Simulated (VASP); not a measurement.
Set up this calculation in VASP 6.6.1, as the native input.

```
Task                   : single point
Functional             : PBEsol
Potentials or basis    : VASP PAW PBE potentials, release 64 (Mo_sv, S)
Cutoff                 : 520 eV
k mesh                 : 6 × 6 × 1
Occupations            : fermi-dirac, width 0.1 eV
Spin                   : no spin polarisation
Dipole correction      : no
Further INCAR settings : ALGO = Normal; EDIFF = 1e-06; NBANDS = 20
```

The structure of MoS2 lies in POSCAR:

```
MoS2
1.0
    3.1841260000      0.0000000000      0.0000000000
   -1.5920630000      2.7575340000      0.0000000000
    0.0000000000      0.0000000000     17.3346000000
Mo S
1 2
Direct
    0.0000000000      0.0050000000      0.0000000000
    0.3333333333      0.6666666667      0.0894930000
    0.3333333333      0.6666666667      0.9105070000
```

These files were run (other wordings do the same):

INCAR

```
SYSTEM = MoS2
PREC = Accurate
ENCUT = 520
EDIFF = 1E-6
ISMEAR = -1
SIGMA = 0.1
LREAL = .FALSE.
LASPH = .TRUE.
NELM = 60
ALGO = Normal
ISIF = 2
LWAVE = .FALSE.
LCHARG = .FALSE.
GGA = PS
NBANDS = 20
```

KPOINTS

```
Automatic mesh
0
G
  6 6 1
  0 0 0
```

Potentials or basis: VASP PAW PBE potentials, release 64 (Mo_sv, S).

Command:

```sh
$ cat potpaw_PBE.64/Mo_sv/POTCAR potpaw_PBE.64/S/POTCAR > POTCAR
$ mpirun -np 1 vasp_std > vasp.out
```

Results of the run:

| Quantity | Value |
| --- | --- |
| Largest force | 0.318 eV/Å |
| Band gap on the k mesh | 1.60 eV (least direct gap 1.66 eV) |

Caveat: the PAW data sets were made with another functional, which shifts forces and pressure a little.

It took 110 s on 1 thread of Intel Xeon 8259CL, on a shared host, peak memory 0.28 GiB.
